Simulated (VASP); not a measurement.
A run of VASP 6.6.1 is set up as follows.

File INCAR:

```
SYSTEM = SnSe2
ALGO     = Normal         ! electronic algorithm
EDIFF    = 1E-6           ! SCF threshold, eV
ENCUT    = 520            ! plane-wave cutoff, eV
GGA      = PE             ! functional
ISIF     = 2              ! what is computed and relaxed
ISMEAR   = -1             ! smearing method
LASPH    = .True.         ! aspherical terms in the spheres
LCHARG   = .True.         ! write CHGCAR
LELF     = .True.         ! ELF
LREAL    = .False.        ! projectors in reciprocal space
LVHAR    = .True.       
LWAVE    = .False.        ! write WAVECAR
NBANDS   = 20             ! bands
NELM     = 60             ! most SCF steps
PREC     = Accurate       ! precision mode
SIGMA    = 0.05           ! smearing width, eV
```

The input KPOINTS:

```
k-points
0
Gamma
  8 8 5
  0 0 0
```

File POSCAR:

```
SnSe2
1.0
    3.7594936861      0.0000000000      0.0000000000
   -1.8797468431      3.2558170375      0.0000000000
    0.0000000000      0.0000000000      6.0530709152
Sn Se
1 2
Direct
    0.0000000000      0.0000000000      0.0000000000
    0.6666666667      0.3333333333      0.7510000000
    0.3333333333      0.6666666667      0.2490000000
```

Potentials or basis: VASP PAW PBE potentials, release 64 (Sn_d, Se).

Run with:

```bash
$ cat potpaw_PBE.64/Sn_d/POTCAR potpaw_PBE.64/Se/POTCAR > POTCAR
$ mpirun -np 1 vasp_std > vasp.out
```

(1) Estimate the band gap on the k mesh.

(2) Estimate the largest force.

(3) Estimate the pressure.

Results:

(1) 0.86 eV (least direct gap 1.28 eV).

(2) 1.245 eV/Å.

(3) 9.3 GPa.

Caveat: the cell stands under pressure; spin-orbit coupling is left out, which moves the levels of the heavy elements; an odd mesh through Γ misses points on the zone boundary, where band edges can lie; this functional lacks dispersion, which binds the layers, so the pressure and a relaxed spacing across them are unreliable; forces of over 1 eV/Å act on the atoms, so gaps and moduli don't describe the material at rest.
